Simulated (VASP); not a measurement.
Here is a VASP 6.6.1 calculation.

Contents of INCAR:

```
PREC = Accurate
ENCUT = 520
EDIFF = 1E-6
ISMEAR = -1
SIGMA = 0.35
LREAL = False
LASPH = True
NELM = 80
ALGO = Normal
ISIF = 2
LWAVE = False
LCHARG = True
GGA = PS
LELF = True
LVHAR = True
NBANDS = 23
```

The input KPOINTS:

```
Automatic mesh
0
Gamma
  6 6 6
```

The input POSCAR:

```
KNaCl2
1.0
    1.9995459102      1.1544383695      7.5057621347
   -1.9995459102      1.1544383695      7.5057621347
    0.0000000000     -2.3088767390      7.5057621347
K Na Cl
1 1 2
Direct
    0.5000000000      0.5000000000      0.5000000000
    0.0000000000      0.0000000000      0.0000000000
    0.7292036696      0.7292036696      0.7292036696
    0.2707963304      0.2707963304      0.2707963304
```

Potentials or basis: VASP PAW PBE potentials, release 64 (K_sv, Na_pv, Cl).

Command:

```bash
$ cat potpaw_PBE.64/K_sv/POTCAR potpaw_PBE.64/Na_pv/POTCAR potpaw_PBE.64/Cl/POTCAR > POTCAR
$ mpirun -np 1 vasp_std > vasp.out
```

**Question.** Estimate the largest force.

**Answer.** 1.006 eV/Å.

**Question.** Predict the pressure.

**Answer.** 0.2 GPa.

Stress tensor (GPa, compression positive):
```
 1.70  0.00  0.00
 0.00  1.70  0.00
 0.00  0.00 -2.67
```

Caveat: so wide a smearing shifts energies and pressures; the PAW data sets were made with another functional, which shifts forces and pressure a little.
